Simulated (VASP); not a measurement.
# LiSi2 (I4/mmm) in VASP: relaxation of cell and atoms with PBE

Aim: the relaxation of cell and atoms of LiSi2 with PBE.

Program: VASP 6.6.1. These are calculated values, not measurements. Logs are shortened: lines on timing, memory, paths and dates and some standing lists are left out, and cuts for length are marked.

### 1 The cell of the first run

The structure is tetragonal, space group I4/mmm (No. 139). The conventional cell has a = 4.189 Å, b = 4.189 Å, c = 5.192 Å, α = 90.00°, β = 90.00°, γ = 90.00°. Within 3.3 Å of Li (site symmetry 4/mmm) lie 8 Si at 2.46 Å. Within 3.3 Å of Si (site symmetry -4m2) lie 4 Li at 2.46 Å and 6 Si at 2.60 to 2.96 Å.

### 2 Relaxation of cell and atoms, PBE

The input, INCAR:

```
ALGO = Normal
EDIFF = 1E-6
EDIFFG = -0.01
ENCUT = 600
GGA = PE
IBRION = 2
ISIF = 3
ISMEAR = 0
LASPH = T
LCHARG = F
LREAL = F
LWAVE = F
NELM = 60
NSW = 100
PREC = Accurate
SIGMA = 0.1
```

The input, KPOINTS:

```
k-points
0
Gamma
  16 16 16
```

The input, POSCAR:

```
LiSi2
1.0
   -2.0944522392      2.0944522392      2.5960216787
    2.0944522392     -2.0944522392      2.5960216787
    2.0944522392      2.0944522392     -2.5960216787
Li Si
1 2
Direct
    0.0000000000      0.0000000000      0.0000000000
    0.7500000000      0.2500000000      0.5000000000
    0.2500000000      0.7500000000      0.5000000000
```

Potentials or basis: VASP PAW PBE potentials, release 64 (Li_sv, Si).

Command:

```
> cat potpaw_PBE.64/Li_sv/POTCAR potpaw_PBE.64/Si/POTCAR > POTCAR
> mpirun -np 1 vasp_std > vasp.out
```

OUTCAR:

```text
EDIFF = 1E-6
   EDIFFG = -0.01
   ENCUT = 600
   GGA = PE
   IBRION = 2
   ISIF = 3
   ISMEAR = 0
   LASPH = T
   LREAL = F
   NELM = 60
   NSW = 100
   PREC = Accurate

 ion  position               nearest neighbor table
   1  0.000  0.000  0.000-   2 2.46   3 2.46   2 2.46   3 2.46   2 2.46   3 2.46   2 2.46   3 2.46

   2  0.750  0.250  0.500-   1 2.46   1 2.46   1 2.46   1 2.46   3 2.60   3 2.60   3 2.96   3 2.96
                             3 2.96   3 2.96
   3  0.250  0.750  0.500-   1 2.46   1 2.46   1 2.46   1 2.46   2 2.60   2 2.60   2 2.96   2 2.96
                             2 2.96   2 2.96

  LATTYP: Found a body centered tetragonal cell.
 ALAT       =     4.1889044784
 C/A-ratio  =     1.2394752337

  Lattice vectors:

 A1 = (  -2.0944522392,   2.0944522392,   2.5960216787)
 A2 = (   2.0944522392,  -2.0944522392,   2.5960216787)
 A3 = (   2.0944522392,   2.0944522392,  -2.5960216787)

Analysis of symmetry for initial positions (statically):
=====================================================================
 Subroutine PRICEL returns:
 Original cell was already a primitive cell.

 Routine SETGRP: Setting up the symmetry group for a
 body centered tetragonal supercell.

 Subroutine GETGRP returns: Found 16 space group operations
 (whereof 16 operations were pure point group operations)
 out of a pool of 16 trial point group operations.

The static configuration has the point symmetry D_4h.

Analysis of symmetry for dynamics (positions and initial velocities):
=====================================================================
 Subroutine PRICEL returns:
 Original cell was already a primitive cell.

 Routine SETGRP: Setting up the symmetry group for a
 body centered tetragonal supercell.

 Subroutine GETGRP returns: Found 16 space group operations
 (whereof 16 operations were pure point group operations)
 out of a pool of 16 trial point group operations.

The dynamic configuration has the point symmetry D_4h.

 Subroutine INISYM returns: Found 16 space group operations
 (whereof 16 operations are pure point group operations),
 and found     1 'primitive' translations

----------------------------------------------------------------------------------------

                                     Primitive cell

  volume of cell :      45.5522

  direct lattice vectors                    reciprocal lattice vectors
    -2.094452239  2.094452239  2.596021679     0.000000000  0.238725902  0.192602398
     2.094452239 -2.094452239  2.596021679     0.238725902  0.000000000  0.192602398
     2.094452239  2.094452239 -2.596021679     0.238725902  0.238725902  0.000000000
[... 97 lines left out ...]
   NELECT =      11.0000    total number of electrons
   NUPDOWN=      -1.0000    fix difference up-down
   EMIN   =  10.00;   EMAX   =-10.00  energy-range for DOS
   EFERMI =   0.00;   METHOD = LEGACY
   ISMEAR =     0;   SIGMA  =   0.10  broadening in eV -4-tet -1-fermi 0-gaus
   EFERMI_NEDOS =   21; number of points for ismear=-14 and -15
   IALGO  =     38    algorithm
   IMIX   =      4    mixing-type and parameters
     AMIX     =   0.40;   BMIX     =  1.00
     AMIX_MAG =   1.60;   BMIX_MAG =  1.00
  volume/ion in A,a.u.               =      15.18       102.47
  Fermi-wavevector in a.u.,A,eV,Ry     =   1.019458  1.926496 14.140460  1.039295
  Thomas-Fermi vector in A             =   2.152973
   LORBIT       =      0    0 simple, 1 ext, 2 COOP (PROOUT), +10 PAW based schemes
   GGA     = PE    functional components
   LHFCALC =     F    Hartree Fock is set to
   AEXX    =    0.0000 exact exchange contribution
   IVDW    =     0    specifies the selected vdW correction
   LEPSILON=     F    determine dielectric tensor
   LRPA    =     F    only Hartree local field effects (RPA)
 conjugate gradient relaxation of ions
 non-spin polarized calculation
 Gauss-broadening in eV      SIGMA  =   0.10
  energy-cutoff  :      600.00
  volume of cell :       45.55
 maximum number of plane-waves:      1546
   NGX = 15   NGY = 15   NGZ = 15

--------------------------------------- Ionic step        1  -------------------------------------------

 number of electron      10.9999998 magnetization

 Free energy of the ion-electron system (eV)
  ---------------------------------------------------
  ext. energy  EPLUGINS =         0.00000000
  ---------------------------------------------------
  free energy    TOTEN  =       -11.93321919 eV

  energy without entropy =      -11.92769657  energy(sigma->0) =      -11.93045788

------------------------ aborting loop because EDIFF is reached ----------------------------------------

  FORCE on cell =-STRESS in cart. coord.  units (eV):
  Direction    XX          YY          ZZ          XY          YZ          ZX
  --------------------------------------------------------------------------------------
  -------------------------------------------------------------------------------------
  Total       -0.4333654     -0.4333654      0.6360528      0.0000000     -0.0000000      0.0000000
  in kB      -15.2424771    -15.2424771     22.3714712      0.0000000     -0.0000000      0.0000000
  external PRESSURE =      -2.7044943 kB  Pullay stress =       0.0000000 kB
[... 24 lines left out ...]
--------------------------------------- Ionic step        2  -------------------------------------------

 number of electron      10.9999997 magnetization

 E-fermi :   6.2983     XC(G=0):  -9.9657

 val. band max:        6.2951822622   @ k =  -0.3125   0.3750   0.1250
 cond. band min:       6.3016859792   @ k =  -0.2500   0.2500   0.1250
 fundamental gap:      0.0065037170
 Fermi energy:         6.2982657198

 k-point     1 :       0.0000    0.0000    0.0000
  band No.  band energies     occupation
      1     -39.0892      2.00000
      2      -4.9824      2.00000
      3       4.9533      2.00000
      4       5.8176      2.00000
      5       6.4569      0.02487
      6       6.4569      0.02487
      7       8.5254      0.00000
      8       8.5254      0.00000
      9       9.7963      0.00000
[... 460 lines left out ...]
--------------------------------------- Ionic step        7  -------------------------------------------

 number of electron      10.9999998 magnetization

 Free energy of the ion-electron system (eV)
  ---------------------------------------------------
  ext. energy  EPLUGINS =         0.00000000
  ---------------------------------------------------
  free energy    TOTEN  =       -11.97283179 eV

  energy without entropy =      -11.96760988  energy(sigma->0) =      -11.97022084

 E-fermi :   6.4521     XC(G=0): -10.0356

 val. band max:        6.4424251664   @ k =  -0.3125   0.4375   0.1250
 cond. band min:       6.4535728252   @ k =  -0.2500   0.4375   0.1875
 fundamental gap:      0.0111476588
 Fermi energy:         6.4521184848

 k-point     1 :       0.0000    0.0000    0.0000
  band No.  band energies     occupation
      1     -38.9237      2.00000
      2      -4.8510      2.00000
      3       6.0150      2.00000
      4       6.0327      2.00000
      5       6.0964      2.00000
      6       6.0964      2.00000
      7       9.1507      0.00000
      8       9.1507      0.00000
      9       9.2257      0.00000
[... 306 lines left out ...]
  FREE ENERGIE OF THE ION-ELECTRON SYSTEM (eV)
  ---------------------------------------------------
  free  energy   TOTEN  =       -11.9728317921 eV

  energy  without entropy=      -11.9676098835  energy(sigma->0) =      -11.97022084

 reached required accuracy - stopping structural energy minimisation
```

Wall time 11 min (1 thread of Intel Xeon 8259CL, shared host); peak memory 0.32 GiB.

Results:

- Free energy: -11.9728 eV
- Relaxed volume: 14.87 Å³/atom
- Relaxed cell: a = 3.977 Å, b = 3.977 Å, c = 3.977 Å, α = 119.79°, β = 119.79°, γ = 90.36°
- Space group after relaxing (to 0.1 Å): Fm-3m (No. 225)
- Energy gained by relaxing: 13.2 meV/atom
- Ionic steps: 7
- Pressure after relaxing: 0.0 GPa
- Band gap on the k mesh: zero (an odd number of electrons rules out a gap without spin polarisation)

Step by step:
| step | energy change (eV) | largest force (eV/Å) | pressure (GPa) | volume (Å³) |
| --- | --- | --- | --- | --- |
| 1 | 0.0000 | 0.0000 | -0.27 | 45.55 |
| 2 | -0.0121 | 0.0000 | -0.35 | 45.38 |
| 3 | -0.0318 | 0.0000 | -0.10 | 44.81 |
| 4 | -0.0349 | 0.0000 | 0.06 | 44.59 |
| 5 | -0.0385 | 0.0000 | 0.68 | 44.14 |
| 6 | -0.0390 | 0.0000 | -0.54 | 44.98 |
| 7 | -0.0396 | 0.0000 | -0.02 | 44.62 |

Final structure:
```cif
data_structure
_symmetry_space_group_name_H-M 'P 1'
_symmetry_Int_Tables_number 1
_cell_length_a 3.9771
_cell_length_b 3.9771
_cell_length_c 3.9771
_cell_angle_alpha 119.791
_cell_angle_beta 119.791
_cell_angle_gamma 90.363
_cell_volume 44.62
loop_
_atom_site_label
_atom_site_type_symbol
_atom_site_fract_x
_atom_site_fract_y
_atom_site_fract_z
_atom_site_occupancy
Li1 Li 0.00000 0.00000 0.00000 1
Si1 Si 0.75000 0.25000 0.50000 1
Si2 Si 0.25000 0.75000 0.50000 1
```

Levels at points of the mesh, in eV from the Fermi level:
| k point | band 3 | band 4 | band 5 | band 6 | band 7 | band 8 | band 9 |
| --- | --- | --- | --- | --- | --- | --- | --- |
| (0.00, 0.00, 0.00) | -0.44 | -0.42 | -0.36 | -0.36 | 2.70 | 2.70 | 2.77 |
| (0.50, 0.00, 0.00) | -8.14 | -0.56 | -0.52 | 0.28 | 0.30 | 2.34 | 2.51 |
| (0.50, 0.50, 0.00) | -5.13 | -4.71 | -3.30 | -3.24 | 2.47 | 7.16 | 8.67 |
| (0.50, 0.50, 0.50) | -5.13 | -4.81 | -3.30 | -3.30 | 2.46 | 7.23 | 7.23 |

Caveat: the cutoff is under 1.25 times the usual one of these potentials, so pressure, stress and relaxed cells hold a basis-set (Pulay) error.
